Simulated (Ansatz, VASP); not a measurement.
**GaN: VASP beside Ansatz**

```
Ga N
1.0
     0.00000    2.56135    2.56135
     2.56135    0.00000    2.56135
     2.56135    2.56135    0.00000
Ga N
1 1
Direct
  0.75000 0.75000 0.75000
  0.00000 0.00000 0.00000
```

Alike in both runs: task single point; functional PBE; k mesh 6 × 6 × 6; occupations gaussian, width 0.1 eV; no spin polarisation.

|  | VASP | Ansatz |
| --- | --- | --- |
| version | VASP 6.6.1 | Ansatz 0.2.0 |
| potentials or method | VASP PAW PBE potentials, release 64 (Ga_d, N), cutoff 600 eV | scalar-relativistic, plane waves, PAW |
| valence electrons in the cell | 18 | 18 |

|  | VASP | Ansatz | Ansatz less VASP |
| --- | --- | --- | --- |
| gap on the k mesh at the Fermi level (eV) | none | none | - |
| pressure (GPa) | -26.7 | -26.8 | -0.07 |

A gap of «none» marks a metal or a gap that the smearing closes.
